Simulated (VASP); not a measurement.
# W (P6_3/mmc) in VASP: relaxation of cell and atoms with PBE

Aim: the relaxation of cell and atoms of W with PBE.

All numbers are computed with VASP 6.6.1; they aren't measurements. Logs are shortened: lines on timing, memory, paths and dates and some standing lists are left out, and cuts for length are marked.

**1. The cell of the first run**

It takes space group P6_3/mmc (No. 194, hexagonal). The conventional cell has a = 2.754 Å, b = 2.754 Å, c = 4.882 Å, α = 90.00°, β = 90.00°, γ = 120.00°. Within 3.6 Å of W (site symmetry -6m2) lie 12 W at 2.75 to 2.91 Å.

**2. Relaxation of cell and atoms, PBE, target pressure 8.7 GPa, at which the enthalpy is minimised**

Input file INCAR:

```
ALGO     = Normal         # electronic algorithm
EDIFF    = 1E-7           # SCF threshold, eV
EDIFFG   = -0.005         # ionic threshold
ENCUT    = 500            # plane-wave cutoff, eV
GGA      = PE             # functional
GGA_COMPAT= False        
IBRION   = 2              # ionic algorithm
ISIF     = 3              # what is computed and relaxed
ISMEAR   = -1             # smearing method
LASPH    = True           # aspherical terms in the spheres
LCHARG   = False          # write CHGCAR
LREAL    = False          # projectors in reciprocal space
LWAVE    = False          # write WAVECAR
NELM     = 120            # most SCF steps
NELMIN   = 4            
NSW      = 32             # ionic steps
PREC     = Accurate       # precision mode
PSTRESS  = 87.0         
SIGMA    = 0.08           # smearing width, eV
```

Input file KPOINTS:

```
k-points
0
Gamma
  16 16 9
```

Input file POSCAR:

```
W
1.0
    2.7543623388      0.0000000000      0.0000000000
   -1.3771811694      2.3853477567      0.0000000000
    0.0000000000      0.0000000000      4.8819653132
W
2
Direct
    0.3333333333      0.6666666667      0.2500000000
    0.6666666667      0.3333333333      0.7500000000
```

Potentials or basis: VASP PAW PBE potentials, release 64 (W_sv).

On the command line:

```
$ cat potpaw_PBE.64/W_sv/POTCAR > POTCAR
$ mpirun -np 1 vasp_std > vasp.out
```

OUTCAR:

```text
EDIFF = 1E-7
   EDIFFG = -0.005
   ENCUT = 500
   GGA = PE
   IBRION = 2
   ISIF = 3
   ISMEAR = -1
   LASPH = True
   LREAL = False
   NELM = 120
   NELMIN = 4
   NSW = 32
   PREC = Accurate
   PSTRESS = 87.0

 ion  position               nearest neighbor table
   1  0.333  0.667  0.250-   2 2.91   2 2.91   2 2.91   2 2.91   2 2.91   2 2.91
   2  0.667  0.333  0.750-   1 2.91   1 2.91   1 2.91   1 2.91   1 2.91   1 2.91

  LATTYP: Found a hexagonal cell.
 ALAT       =     2.7543623388
 C/A-ratio  =     1.7724484700

  Lattice vectors:

 A1 = (   2.7543623388,   0.0000000000,   0.0000000000)
 A2 = (  -1.3771811694,   2.3853477567,   0.0000000000)
 A3 = (   0.0000000000,   0.0000000000,   4.8819653132)

Analysis of symmetry for initial positions (statically):
=====================================================================
 Subroutine PRICEL returns:
 Original cell was already a primitive cell.

 Routine SETGRP: Setting up the symmetry group for a
 hexagonal supercell.

 Subroutine GETGRP returns: Found 24 space group operations
 (whereof 12 operations were pure point group operations)
 out of a pool of 24 trial point group operations.

The static configuration has the point symmetry D_3d.
 The point group associated with its full space group is D_6h.

Analysis of symmetry for dynamics (positions and initial velocities):
=====================================================================
 Subroutine PRICEL returns:
 Original cell was already a primitive cell.

 Routine SETGRP: Setting up the symmetry group for a
 hexagonal supercell.

 Subroutine GETGRP returns: Found 24 space group operations
 (whereof 12 operations were pure point group operations)
 out of a pool of 24 trial point group operations.

The dynamic configuration has the point symmetry D_3d.
 The point group associated with its full space group is D_6h.

 Subroutine INISYM returns: Found 24 space group operations
 (whereof 12 operations are pure point group operations),
 and found     1 'primitive' translations

----------------------------------------------------------------------------------------

                                     Primitive cell

  volume of cell :      32.0751

  direct lattice vectors                    reciprocal lattice vectors
     2.754362339  0.000000000  0.000000000     0.363060439  0.209613042  0.000000000
    -1.377181169  2.385347757  0.000000000     0.000000000  0.419226084  0.000000000
     0.000000000  0.000000000  4.881965313     0.000000000  0.000000000  0.204835540

  length of vectors
     2.754362339  2.754362339  4.881965313     0.419226084  0.419226084  0.204835540

  position of ions in fractional coordinates (direct lattice)
     0.333333333  0.666666667  0.250000000
     0.666666667  0.333333333  0.750000000

  ion indices of the primitive-cell ions
   primitive index   ion index
                 1           1
                 2           2

----------------------------------------------------------------------------------------

 KPOINTS: k-points

Automatic generation of k-mesh.
 Grid dimensions read from file:
 generate k-points for:   16   16    9

 Generating k-lattice:

  Cartesian coordinates                     Fractional coordinates (reciprocal lattice)
     0.022691277  0.013100815  0.000000000     0.062500000  0.000000000  0.000000000
     0.000000000  0.026201630  0.000000000     0.000000000  0.062500000  0.000000000
     0.000000000  0.000000000  0.022759504     0.000000000  0.000000000  0.111111111

  Length of vectors
     0.026201630  0.026201630  0.022759504

  Shift w.r.t. Gamma in fractional coordinates (k-lattice)
     0.000000000  0.000000000  0.000000000

 Subroutine IBZKPT returns following result:
 ===========================================

 Found    150 irreducible k-points:

 Following reciprocal coordinates:
            Coordinates               Weight
  0.000000  0.000000  0.000000      1.000000
  0.062500 -0.000000  0.000000      6.000000
  0.125000 -0.000000  0.000000      6.000000
  0.187500 -0.000000  0.000000      6.000000
  0.250000 -0.000000  0.000000      6.000000
  0.312500  0.000000  0.000000      6.000000
[... 16 lines left out ...]
  0.187500  0.187500  0.000000      6.000000
  0.250000  0.187500  0.000000     12.000000
 [... further k-points ...]
   k-points           NKPTS =    150   k-points in BZ     NKDIM =    150   number of bands    NBANDS=     18
   number of dos      NEDOS =    301   number of ions     NIONS =      2
   total plane-waves  NPLWV =  14400
   dimension x,y,z NGX =    20 NGY =   20 NGZ =   36
   dimension x,y,z NGXF=    40 NGYF=   40 NGZF=   72
   ions per type =               2
   NGX,Y,Z   is equivalent  to a cutoff of  12.07, 12.07, 12.26 a.u.
   NGXF,Y,Z  is equivalent  to a cutoff of  24.14, 24.14, 24.52 a.u.
 SYSTEM =  unknown system
   PREC   = accura    normal or accurate (medium, high low for compatibility)
   ISTART =      0    job   : 0-new  1-cont  2-samecut
   ICHARG =      2    charge: 1-file 2-atom 10-const
   ISPIN  =      1    spin polarized calculation?
   LNONCOLLINEAR =      F non collinear calculations
   LSORBIT =      F    spin-orbit coupling
   LASPH  =      T    aspherical Exc in radial PAW
   ENCUT  =  500.0 eV  36.75 Ry    6.06 a.u.   5.02  5.02  8.90*2*pi/ulx,y,z
   NELM   =    120;   NELMIN=  4; NELMDL= -5     # of ELM steps
   EDIFF  = 0.1E-06   stopping-criterion for ELM
   LREAL  =      F    real-space projection
   EDIFFG = -.5E-02   stopping-criterion for IOM
   NSW    =     32    number of steps for IOM
   IBRION =      2    ionic relax: 0-MD 1-quasi-New 2-CG
   NFREE  =      1    steps in history (QN), initial steepest desc. (CG)
   ISIF   =      3    stress and relaxation
   ISYM   =      2    0-nonsym 1-usesym 2-fastsym
   POTIM  = 0.5000    time-step for ionic-motion
   TEBEG  =    0.0;   TEEND  =   0.0 temperature during run
   PSTRESS=   87.0 pullay stress
   NELECT =      28.0000    total number of electrons
   NUPDOWN=      -1.0000    fix difference up-down
   EMIN   =  10.00;   EMAX   =-10.00  energy-range for DOS
   EFERMI =   0.00;   METHOD = LEGACY
   ISMEAR =    -1;   SIGMA  =   0.08  broadening in eV -4-tet -1-fermi 0-gaus
   EFERMI_NEDOS =   21; number of points for ismear=-14 and -15
   IALGO  =     38    algorithm
   IMIX   =      4    mixing-type and parameters
     AMIX     =   0.40;   BMIX     =  1.00
     AMIX_MAG =   1.60;   BMIX_MAG =  1.00
  volume/ion in A,a.u.               =      16.04       108.23
  Fermi-wavevector in a.u.,A,eV,Ry     =   1.564606  2.956677 33.306957  2.447992
  Thomas-Fermi vector in A             =   2.667205
   LORBIT       =      0    0 simple, 1 ext, 2 COOP (PROOUT), +10 PAW based schemes
   GGA     = PE    functional components
   LHFCALC =     F    Hartree Fock is set to
   AEXX    =    0.0000 exact exchange contribution
   IVDW    =     0    specifies the selected vdW correction
   LEPSILON=     F    determine dielectric tensor
   LRPA    =     F    only Hartree local field effects (RPA)
 conjugate gradient relaxation of ions
 non-spin polarized calculation
  energy-cutoff  :      500.00
  volume of cell :       32.08
 maximum number of plane-waves:       832
 NGX is ok and might be reduce to    20
   NGX =  9   NGY =  9   NGZ = 17

--------------------------------------- Ionic step        1  -------------------------------------------

 number of electron      28.0000004 magnetization

 Free energy of the ion-electron system (eV)
  ---------------------------------------------------
  ext. energy  EPLUGINS =         0.00000000
  ---------------------------------------------------
  free energy    TOTEN  =       -24.90232207 eV

  energy without entropy =      -24.86084110  energy(sigma->0) =      -24.88158159

------------------------ aborting loop because EDIFF is reached ----------------------------------------

  FORCE on cell =-STRESS in cart. coord.  units (eV):
  Direction    XX          YY          ZZ          XY          YZ          ZX
  --------------------------------------------------------------------------------------
  -------------------------------------------------------------------------------------
  Total        1.8690715      1.8690715      1.8406138      0.0000000      0.0000000     -0.0000000
  in kB       93.3617617     93.3617617     91.9402751      0.0000000      0.0000000     -0.0000000
  external PRESSURE =       5.8879328 kB  Pullay stress =      87.0000000 kB
[... 61 lines left out ...]
  enthalpy is  TOTEN    =       -23.1592426827 eV   P V=        1.7566097279

--------------------------------------- Ionic step        3  -------------------------------------------

 number of electron      28.0000005 magnetization

 Free energy of the ion-electron system (eV)
  ---------------------------------------------------
  ext. energy  EPLUGINS =         0.00000000
  ---------------------------------------------------
  free energy    TOTEN  =       -24.90557249 eV

  energy without entropy =      -24.86398166  energy(sigma->0) =      -24.88477707

 E-fermi :  10.8826     XC(G=0): -13.5466

 val. band max:       10.8809074114   @ k =   0.0625  -0.0000   0.1111
 cond. band min:      10.8973466893   @ k =   0.3750  -0.0000   0.0000
 fundamental gap:      0.0164392779
 Fermi energy:        10.8825880087

 k-point     1 :       0.0000    0.0000    0.0000
  band No.  band energies     occupation
      1     -62.8473      2.00000
      2     -62.7665      2.00000
      3     -27.6223      2.00000
      4     -26.6217      2.00000
      5     -26.4489      2.00000
      6     -26.4489      2.00000
[... 10 lines left out ...]
     17      12.8986      0.00000
     18      12.8986      0.00000
[... 466 lines left out ...]
      2     -62.6912      2.00000
      3     -27.3714      2.00000
      4     -27.3130      2.00000
      5     -27.1973      2.00000
      6     -26.8520      2.00000
[... 10 lines left out ...]
     17      14.9046      0.00000
     18      15.1420      0.00000

 [... further k-points ...]

------------------------ aborting loop because EDIFF is reached ----------------------------------------

  FORCE on cell =-STRESS in cart. coord.  units (eV):
  Direction    XX          YY          ZZ          XY          YZ          ZX
  --------------------------------------------------------------------------------------
  -------------------------------------------------------------------------------------
  Total        1.7447664      1.7447664      1.7484887      0.0000000     -0.0000000      0.0000000
  in kB       86.9955542     86.9955542     87.1811544      0.0000000     -0.0000000      0.0000000
  external PRESSURE =       0.0574209 kB  Pullay stress =      87.0000000 kB
[... 17 lines left out ...]
  FREE ENERGIE OF THE ION-ELECTRON SYSTEM (eV)
  ---------------------------------------------------
  free  energy   TOTEN  =       -24.9055724867 eV

  energy  without entropy=      -24.8639816578  energy(sigma->0) =      -24.88477707

  enthalpy is  TOTEN    =       -23.1607169458 eV   P V=        1.7448555409

 reached required accuracy - stopping structural energy minimisation
```

Run time: 94 s. Hardware: 1 thread of Intel Xeon 6975P-C, shared host; peak memory 0.19 GiB.

Results:

```
Free energy                                            : -24.9056 eV
Relaxed volume                                         : 16.07 Å³/atom
Relaxed cell                                           : a = 2.756 Å, b = 2.756 Å, c = 4.884 Å, α = 90.00°, β = 90.00°, γ = 120.00°
Space group after relaxing (to 0.05 Å)                 : P6_3/mmc (No. 194)
Energy change on relaxing (the enthalpy is what falls) : -1.6 meV/atom
Ionic steps                                            : 3
Pressure after relaxing                                : 8.7 GPa
Band gap on the k mesh                                 : zero (band 14 reaches 12.23 eV, above the bottom of band 15 at 10.50 eV)
```

Step by step:
```
step  energy change (eV)  largest force (eV/Å)  pressure (GPa)  volume (Å³)
   1              0.0000                0.0000            9.29        32.08
   2             -0.0135                0.0000            6.57        32.35
   3             -0.0033                0.0000            8.71        32.13
```

Final structure:
```
CELL_PARAMETERS angstrom
2.75615 0.00000 0.00000
-1.37808 2.38690 0.00000
0.00000 0.00000 4.88443
ATOMIC_POSITIONS crystal
W 0.33333 0.66667 0.25000
W 0.66667 0.33333 0.75000
```

Caveat: the cell is relaxed towards a set pressure, so the enthalpy falls and the energy may rise; spin-orbit coupling is left out, which moves the levels of the heavy elements.
